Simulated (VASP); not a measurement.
Here is a VASP 6.6.1 calculation.

POSCAR

```
ZnO
1.0
    3.2353408669      0.0000000000      0.0000000000
   -1.6176704335      2.8018873806      0.0000000000
    0.0000000000      0.0000000000      5.1588423132
Zn O
2 2
Direct
    0.3333333333      0.6666666667     -0.0036448895
    0.6666666667      0.3333333333      0.4963551105
    0.3333333333      0.6666666667      0.3786448895
    0.6666666667      0.3333333333      0.8786448895
```

INCAR.step1

```
SYSTEM = ZnO
PREC = Accurate
ENCUT = 520
ISMEAR = 0
SIGMA = 0.01
LREAL = .FALSE.
LASPH = .TRUE.
NELM = 80
NBANDS = 26
GGA = PE
ALGO = Normal
EDIFF = 1E-4
LWAVE = .TRUE.
LCHARG = .FALSE.
```

The input INCAR.step2:

```
SYSTEM = ZnO
PREC = Accurate
ENCUT = 520
EDIFF = 1E-7
ISMEAR = 0
SIGMA = 0.01
LREAL = .FALSE.
LASPH = .TRUE.
NELM = 80
ALGO = Normal
ISIF = 2
LWAVE = .FALSE.
LCHARG = .FALSE.
METAGGA = R2SCAN
LMIXTAU = .TRUE.
NBANDS = 26
ISTART = 1
```

Contents of KPOINTS:

```
Automatic mesh
0
G
  12 12 6
  0 0 0
```

Potentials or basis: VASP PAW PBE potentials, release 64 (Zn, O).

Launch:

```console
$ cat potpaw_PBE.64/Zn/POTCAR potpaw_PBE.64/O/POTCAR > POTCAR
$ cp INCAR.step1 INCAR
$ mpirun -np 1 vasp_std > vasp.out
$ cp INCAR.step2 INCAR
$ mpirun -np 1 vasp_std > vasp.out
```

What does it give for the pressure?

2.6 GPa.

Predict the band gap on the k mesh.

1.26 eV.

Stress tensor (GPa, compression positive):
```
2.22 0.00 0.00
0.00 2.22 0.00
0.00 0.00 3.42
```

Caveat: the cell differs from its parent crystal (uniaxial z strain -1.0%); the PAW data sets were made with another functional, which shifts forces and pressure a little.
